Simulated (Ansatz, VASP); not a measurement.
# Rh in VASP and in Ansatz

File INCAR:

```
PREC = Accurate
ENCUT = 500
EDIFF = 1E-6
ISMEAR = -1
SIGMA = 0.05
LREAL = False
LASPH = True
NELM = 120
ALGO = Normal
ISIF = 2
LWAVE = False
LCHARG = True
GGA = B5
ALDAX = 1.0
AGGAX = 1.0
AGGAC = 1.0
ALDAC = 0.0
LELF = True
LVHAR = True
NBANDS = 14
GGA_COMPAT = False
```

Contents of KPOINTS:

```
Automatic mesh
0
Gamma
  9 9 9
```

File POSCAR:

```
Rh
1.0
    0.0000000000      1.8978500000      1.8978500000
    1.8978500000      0.0000000000      1.8978500000
    1.8978500000      1.8978500000      0.0000000000
Rh
1
Direct
    0.0000000000      0.0000000000      0.0000000000
```

Input for Ansatz:

```yaml
crystal:
  lattice:
    - [0.0, 1.89785, 1.89785]
    - [1.89785, 0.0, 1.89785]
    - [1.89785, 1.89785, 0.0]
  atoms:
    - { symbol: Rh, position: [0.0, 0.0, 0.0] }
kpoints:
  mp_grid:
    grid: [9, 9, 9]
    shift: [0.0, 0.0, 0.0]
hamiltonian:
  xc: blyp
scf:
  convergence:
    dr2_threshold: 1.0e-07
  occupations:
    method: fermi_dirac
    width: 0.05
output:
  stress: true
```

Alike in both runs: task single point; functional BLYP; k mesh 9 × 9 × 9; occupations fermi-dirac, width 0.05 eV; no spin polarisation.

```csv
,VASP,Ansatz
version,VASP 6.6.1,Ansatz 0.2.0
potentials or method,"VASP PAW PBE potentials, release 64 (Rh_pv)","plane waves, PAW"
plane-wave cutoff (eV),500,420
valence electrons in the cell,15,17
```

|  | VASP | Ansatz | Ansatz less VASP |
| --- | --- | --- | --- |
| pressure (GPa) | 22.3 | 21.5 | -0.76 |

VASP's potentials were made for PBE, not for BLYP. The functional is the same, so the differences come from potentials, cutoffs and numerics. VASP's potentials hold 15 valence electrons a cell and Ansatz's 17, so a difference there can come from the potentials and not from the codes. Ansatz's warnings: stress scf threshold loose.
